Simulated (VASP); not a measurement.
Input of a VASP 6.6.1 run:

Contents of INCAR:

```
SYSTEM = Bi
PREC     = Accurate       ! precision mode
ENCUT    = 520            ! plane-wave cutoff, eV
EDIFF    = 1E-8           ! SCF threshold, eV
ISMEAR   = -1             ! smearing method
SIGMA    = 0.03           ! smearing width, eV
LREAL    = .FALSE.        ! projectors in reciprocal space
LASPH    = .TRUE.         ! aspherical terms in the spheres
NELM     = 100            ! most SCF steps
ALGO     = Normal         ! electronic algorithm
ISIF     = 2              ! what is computed and relaxed
LWAVE    = .FALSE.        ! write WAVECAR
LCHARG   = .FALSE.        ! write CHGCAR
GGA      = PS             ! functional
LEFG     = .TRUE.       
NBANDS   = 22             ! bands
```

File KPOINTS:

```
regular mesh
0
G
  9 9 3
  0 0 0
```

File POSCAR:

```
Bi
1.0
    4.5390002997      0.0000000000      0.0000000000
   -2.2695001499      3.9308895674      0.0000000000
    0.0000000000      0.0000000000     11.9472900000
Bi
2
Direct
    0.3333333333      0.6666666667      0.2500000000
    0.6666666667      0.3333333333      0.7500000000
```

Potentials or basis: VASP PAW PBE potentials, release 64 (Bi_d).

The run is started by

```console
$ cat potpaw_PBE.64/Bi_d/POTCAR > POTCAR
$ mpirun -np 1 vasp_std > vasp.out
```

What does it give for the pressure?

-3.5 GPa.

Predict the band gap on the k mesh.

zero (band 15 reaches 0.24 eV, above the bottom of band 16 at -1.90 eV).

Stress tensor (GPa, compression positive):
```
-5.10  0.00  0.00
 0.00 -5.10  0.00
 0.00  0.00 -0.36
```

Caveat: the cell differs from its parent crystal (zz strain of +1 %); without QUAD_EFG the Cq values of the log hold for a quadrupole moment of 1 mb, not for the nuclei; the PAW data sets were made with another functional, which shifts forces and pressure a little; spin-orbit coupling is left out, which moves the levels of the heavy elements.
